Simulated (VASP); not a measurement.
# TlSn (P4/mmm) in VASP: further runs

Runs on TlSn. Level: LDA. Tasks: electric field gradients.

Program: VASP 6.6.1. These are calculated values, not measurements. Logs are shortened: lines on timing, memory, paths and dates and some standing lists are left out, and cuts for length are marked.

## (1) The cell of the first run

Symmetry: P4/mmm, No. 123, tetragonal system. Conventional cell: a = 3.603 Å, b = 3.603 Å, c = 4.360 Å, α = 90.00°, β = 90.00°, γ = 90.00°. Within 4.4 Å of Tl (site symmetry 4/mmm) lie 8 Sn at 3.35 Å and 6 Tl at 3.60 to 4.36 Å. Within 4.4 Å of Sn (site symmetry 4/mmm) lie 8 Tl at 3.35 Å and 6 Sn at 3.60 to 4.36 Å.

## (2) Electric field gradients, LDA (volume scaled by 0.99)

INCAR

```
SYSTEM = TlSn
PREC = Accurate ; ENCUT = 520
EDIFF = 1E-8 ; ISMEAR = -1
SIGMA = 0.08 ; LREAL = .FALSE.
LASPH = .TRUE. ; NELM = 100
ALGO = Normal ; ISIF = 2
LWAVE = .FALSE. ; LCHARG = .FALSE.
GGA = CA ; LEFG = .TRUE.
NBANDS = 20
```

KPOINTS

```
regular mesh
0
G
  9 9 8
  0 0 0
```

POSCAR

```
TlSn
1.0
    3.6026403776      0.0000000000      0.0000000000
    0.0000000000      3.6026403776      0.0000000000
    0.0000000000      0.0000000000      4.3603677837
Tl Sn
1 1
Direct
    0.0000000000      0.0000000000      0.0000000000
    0.5000000000      0.5000000000      0.5000000000
```

Potentials or basis: VASP PAW LDA potentials, release 64 (Tl_d, Sn_d).

Started as:

```
$ cat potpaw_LDA.64/Tl_d/POTCAR potpaw_LDA.64/Sn_d/POTCAR > POTCAR
$ mpirun -np 1 vasp_std > vasp.out
```

OUTCAR:

```text
SYSTEM = TlSn
   PREC = Accurate
   ENCUT = 520
   EDIFF = 1E-8
   ISMEAR = -1
   LREAL = .FALSE.
   LASPH = .TRUE.
   NELM = 100
   ISIF = 2
   GGA = CA

 ion  position               nearest neighbor table
   1  0.000  0.000  0.000-   2 3.35   2 3.35   2 3.35   2 3.35   2 3.35   2 3.35   2 3.35   2 3.35

   2  0.500  0.500  0.500-   1 3.35   1 3.35   1 3.35   1 3.35   1 3.35   1 3.35   1 3.35   1 3.35

  LATTYP: Found a simple tetragonal cell.
 ALAT       =     3.6026403776
 C/A-ratio  =     1.2103255742

  Lattice vectors:

 A1 = (   3.6026403776,   0.0000000000,   0.0000000000)
 A2 = (   0.0000000000,   3.6026403776,   0.0000000000)
 A3 = (   0.0000000000,   0.0000000000,   4.3603677837)

Analysis of symmetry for initial positions (statically):
=====================================================================
 Subroutine PRICEL returns:
 Original cell was already a primitive cell.

 Routine SETGRP: Setting up the symmetry group for a
 simple tetragonal supercell.

 Subroutine GETGRP returns: Found 16 space group operations
 (whereof 16 operations were pure point group operations)
 out of a pool of 16 trial point group operations.

The static configuration has the point symmetry D_4h.

Analysis of symmetry for dynamics (positions and initial velocities):
=====================================================================
 Subroutine PRICEL returns:
 Original cell was already a primitive cell.

 Routine SETGRP: Setting up the symmetry group for a
 simple tetragonal supercell.

 Subroutine GETGRP returns: Found 16 space group operations
 (whereof 16 operations were pure point group operations)
 out of a pool of 16 trial point group operations.

The dynamic configuration has the point symmetry D_4h.

 Subroutine INISYM returns: Found 16 space group operations
 (whereof 16 operations are pure point group operations),
 and found     1 'primitive' translations

----------------------------------------------------------------------------------------

                                     Primitive cell

  volume of cell :      56.5933

  direct lattice vectors                    reciprocal lattice vectors
     3.602640378  0.000000000  0.000000000     0.277574194  0.000000000  0.000000000
     0.000000000  3.602640378  0.000000000     0.000000000  0.277574194  0.000000000
     0.000000000  0.000000000  4.360367784     0.000000000  0.000000000  0.229338453
[... 115 lines left out ...]
 non-spin polarized calculation
  energy-cutoff  :      520.00
  volume of cell :       56.59
 maximum number of plane-waves:      1539
 NGX is ok and might be reduce to    28
   NGX = 13   NGY = 13   NGZ = 17

 number of electron      26.9999993 magnetization

 Free energy of the ion-electron system (eV)
  ---------------------------------------------------
  ext. energy  EPLUGINS =         0.00000000
  ---------------------------------------------------
  free energy    TOTEN  =        -7.31165307 eV

  energy without entropy =       -7.29057195  energy(sigma->0) =       -7.30111251

 E-fermi :   6.8476     XC(G=0): -10.4866

 val. band max:        6.8440552912   @ k =   0.4444   0.3333   0.5000
 cond. band min:       6.8619629822   @ k =   0.4444   0.3333   0.2500
 fundamental gap:      0.0179076910
 Fermi energy:         6.8475583712

 k-point     1 :       0.0000    0.0000    0.0000
  band No.  band energies     occupation
      1     -14.5834      2.00000
      2     -14.5533      2.00000
      3     -14.5212      2.00000
      4     -14.5212      2.00000
      5     -14.5045      2.00000
      6      -4.7278      2.00000
[... 541 lines left out ...]
     19      15.2858      0.00000
     20      16.6596      0.00000

 [... further k-points ...]
[... 5 lines left out ...]
  --------------------------------------------------------------------------------------
  -------------------------------------------------------------------------------------
  Total       -1.1121431     -1.1121431     -0.8688218      0.0000000     -0.0000000     -0.0000000
  in kB      -31.4851901    -31.4851901    -24.5966721      0.0000000     -0.0000000     -0.0000000
  external PRESSURE =     -29.1890174 kB  Pullay stress =       0.0000000 kB

 VOLUME and BASIS-vectors are now :
 -----------------------------------------------------------------------------
  energy-cutoff  :      520.00
  volume of cell :       56.59
      direct lattice vectors                 reciprocal lattice vectors
     3.602640378  0.000000000  0.000000000     0.277574194  0.000000000  0.000000000
     0.000000000  3.602640378  0.000000000     0.000000000  0.277574194  0.000000000
     0.000000000  0.000000000  4.360367784     0.000000000  0.000000000  0.229338453

 POSITION                                       TOTAL-FORCE (eV/Angst)
 -----------------------------------------------------------------------------------
      0.00000      0.00000      0.00000         0.000000      0.000000      0.000000
      1.80132      1.80132      2.18018         0.000000      0.000000      0.000000
 -----------------------------------------------------------------------------------
    total drift:                                0.000000      0.000000      0.000000

  FREE ENERGIE OF THE ION-ELECTRON SYSTEM (eV)
  ---------------------------------------------------
  free  energy   TOTEN  =        -7.3116530735 eV

  energy  without entropy=       -7.2905719460  energy(sigma->0) =       -7.30111251

 Electric field gradients (V/A^2)
---------------------------------------------------------------------
 ion       V_xx      V_yy      V_zz      V_xy      V_xz      V_yz
---------------------------------------------------------------------
   1      31.560    31.560   -63.119    -0.000     0.000     0.000
   2       4.894     4.894    -9.787     0.000    -0.000    -0.000
---------------------------------------------------------------------

 Electric field gradients after diagonalization (V/A^2)
 (convention: |V_zz| > |V_xx| > |V_yy|)
----------------------------------------------------------------------
 ion       V_xx      V_yy      V_zz     asymmetry (V_yy - V_xx)/ V_zz
----------------------------------------------------------------------
   1      31.560    31.560   -63.119       0.000
   2       4.894     4.894    -9.787       0.000
----------------------------------------------------------------------

           NMR quadrupolar parameters

 Cq : quadrupolar parameter    Cq=e*Q*V_zz/h
 eta: asymmetry parameters     (V_yy - V_xx)/ V_zz
 Q  : nuclear electric quadrupole moment in mb (millibarn)
----------------------------------------------------------------------
 ion       Cq(MHz)       eta       Q (mb)
----------------------------------------------------------------------
   1      -0.153       0.000       1.000
   2      -0.024       0.000       1.000
----------------------------------------------------------------------
```

OSZICAR:

```text
N       E                     dE             d eps       ncg     rms          rms(c)
DAV:   1     0.198772972211E+03    0.19877E+03   -0.13767E+04  3108   0.170E+03
DAV:   2     0.767494673376E+01   -0.19110E+03   -0.18610E+03  3060   0.439E+02
DAV:   3    -0.697516918221E+01   -0.14650E+02   -0.14498E+02  3480   0.105E+02
DAV:   4    -0.735230077354E+01   -0.37713E+00   -0.37691E+00  3368   0.164E+01
DAV:   5    -0.736369739240E+01   -0.11397E-01   -0.11396E-01  3768   0.304E+00    0.303E+00
DAV:   6    -0.732156284719E+01    0.42135E-01   -0.73916E-02  3412   0.243E+00    0.204E+00
DAV:   7    -0.731243578108E+01    0.91271E-02   -0.28770E-02  3552   0.155E+00    0.648E-01
DAV:   8    -0.731165238803E+01    0.78339E-03   -0.22685E-03  3260   0.443E-01    0.332E-02
DAV:   9    -0.731165361415E+01   -0.12261E-05   -0.66588E-05  4008   0.701E-02    0.966E-03
DAV:  10    -0.731165317430E+01    0.43985E-06   -0.58189E-06  3464   0.247E-02    0.267E-03
DAV:  11    -0.731165307612E+01    0.98178E-07   -0.62534E-07  3800   0.840E-03    0.309E-03
DAV:  12    -0.731165307347E+01    0.26484E-08   -0.71292E-08  3308   0.207E-03
   1 F= -.73116531E+01 E0= -.73011125E+01  d E =-.210811E-01
```

stdout:

```text
POSCAR found type information on POSCAR TlSn
 POSCAR found :  2 types and       2 ions
 scaLAPACK will be used
 LDA part: xc-table for (Slater(with rela. corr.)+CA(PZ))
 , standard interpolation
 POSCAR, INCAR and KPOINTS ok, starting setup
 FFT: planning ... GRIDC
 FFT: planning ... GRID_SOFT
 FFT: planning ... GRID
 WAVECAR not read
 entering main loop
ion   1

ion   2
```

Run time: 44 s. Hardware: 1 thread of Intel Xeon Platinum 8488C (Sapphire Rapids), shared host; peak memory 0.21 GiB.

Results:

- Free energy: -7.3117 eV
- Pressure: -2.9 GPa

Levels at points of the mesh, in eV from the Fermi level:
```csv
k point,band 10,band 11,band 12,band 13,band 14,band 15,band 16,band 17
"(0.00, 0.00, 0.00)",-11.18,-10.48,-2.93,-1.59,1.62,1.62,5.32,6.17
"(0.00, 0.00, 0.50)",-11.18,-8.60,-8.07,3.47,3.47,3.65,4.46,4.97
```

Electric field gradients, principal values (V/Å²):
| atom | least | middle | greatest (by size) |
| --- | --- | --- | --- |
| 1 Tl | 31.560 | 31.560 | -63.119 |
| 2 Sn | 4.894 | 4.894 | -9.787 |

Caveat: without QUAD_EFG the Cq values of the log hold for a quadrupole moment of 1 mb, not for the nuclei; spin-orbit coupling is left out, which moves the levels of the heavy elements.

[end of part 1 of 2]
